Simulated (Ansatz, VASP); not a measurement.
**Ba2C: VASP beside Ansatz**

```xyz
6
Lattice="7.5632 0.0000 0.0000 -3.7816 6.5499 0.0000 0.0000 0.0000 3.9569" Properties=species:S:1:pos:R:3 pbc="T T T"
Ba    5.6728    1.0914    0.8817
Ba    3.7816    4.3671    0.8817
Ba    1.8904    1.0914    0.8817
Ba    0.0000    4.3666    2.8602
C     3.7816    2.1833    2.8600
C     0.0000    0.0000    2.8602
```

Alike in both runs: functional PBE; k mesh 3 × 3 × 4; occupations gaussian, width 0.1 eV; no spin polarisation.

Ansatz relaxed the structure, and its values are those at the end. VASP's run is a single point on that final structure, the one shown.

|  | VASP | Ansatz |
| --- | --- | --- |
| version | VASP 6.6.1 | Ansatz 0.2.0 |
| potentials or method | VASP PAW PBE potentials, release 64 (Ba_sv, C), cutoff 520 eV | scalar-relativistic, plane waves, PAW |
| valence electrons in the cell | 48 | 48 |

```csv
,VASP,Ansatz,Ansatz less VASP
gap on the k mesh at the Fermi level (eV),none,none,-
pressure (GPa),0.7,0.0,-0.74
```

A gap of «none» marks a metal or a gap that the smearing closes. With one functional, cell and mesh, what is left measures potentials, basis and numerics.

The k mesh is coarse, so the values compare programs but aren't converged. Neither program's run includes spin-orbit coupling.
